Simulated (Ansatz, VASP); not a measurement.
**Si in VASP and in Ansatz**

Contents of INCAR:

```
SYSTEM = Si
PREC     = Accurate       ! precision mode
ENCUT    = 520            ! plane-wave cutoff, eV
EDIFF    = 1E-6           ! SCF threshold, eV
ISMEAR   = 0              ! smearing method
SIGMA    = 0.15           ! smearing width, eV
LREAL    = .False.        ! projectors in reciprocal space
LASPH    = .True.         ! aspherical terms in the spheres
NELM     = 60             ! most SCF steps
ALGO     = Fast           ! electronic algorithm
ISIF     = 2              ! what is computed and relaxed
LWAVE    = .False.        ! write WAVECAR
LCHARG   = .False.        ! write CHGCAR
GGA      = CA             ! functional
NBANDS   = 11             ! bands
```

The input KPOINTS:

```
Automatic mesh
0
Gamma
  26 26 26
  0 0 0
```

File POSCAR:

```
Si
1.0
   -2.3824154513      2.3824154513      1.3052992358
    2.3824154513     -2.3824154513      1.3052992358
    2.3824154513      2.3824154513     -1.3052992358
Si
2
Direct
    0.1350838215      0.6350838215      0.5000000000
    0.6149161785      0.6149161785      0.0000000000
```

Input for Ansatz:

```yaml
crystal:
  lattice:
    - [-2.3824154513, 2.3824154513, 1.3052992358]
    - [2.3824154513, -2.3824154513, 1.3052992358]
    - [2.3824154513, 2.3824154513, -1.3052992358]
  atoms:
    - { symbol: Si, position: [0.1350838215, 0.6350838215, 0.5] }
    - { symbol: Si, position: [0.6149161785, 0.6149161785, 0.0] }
basis:
  ecutwfc: 420
kpoints:
  mp_grid: { grid: [26, 26, 26] }
hamiltonian:
  xc: lda
scf:
  occupations: { method: gaussian, width: 0.15 }
output:
  forces: true
  stress: true
  eigenvalues: true
```

Change from the starting cell: mode 4 (126.4 1/cm) frozen in, largest displacement -0.300 Å.

Alike in both runs: task single point; functional LDA; k mesh 26 × 26 × 26; occupations gaussian, width 0.15 eV; no spin polarisation.

|  | VASP | Ansatz |
| --- | --- | --- |
| version | VASP 6.6.1 | Ansatz 0.2.0 |
| potentials or method | VASP PAW LDA potentials, release 64 (Si), cutoff 520 eV | scalar-relativistic, plane waves, PAW |
| valence electrons in the cell | 8 | 8 |

|  | VASP | Ansatz | Ansatz less VASP |
| --- | --- | --- | --- |
| gap on the k mesh at the Fermi level (eV) | none | none | - |
| pressure (GPa) | -0.4 | -0.5 | -0.08 |
| traceless stress, the component that is largest in VASP (GPa) | 8.48 | 8.44 | -0.043 |
| rms of the force components (eV/Å) | 0.028 | 0.027 | -0.0002 |

LDA's correlation is that of Perdew and Zunger in VASP and of Perdew and Wang (1992) in Ansatz. Atom by atom the forces differ by 0.000 eV/Å (rms over components). A gap of «none» marks a metal or a gap that the smearing closes.
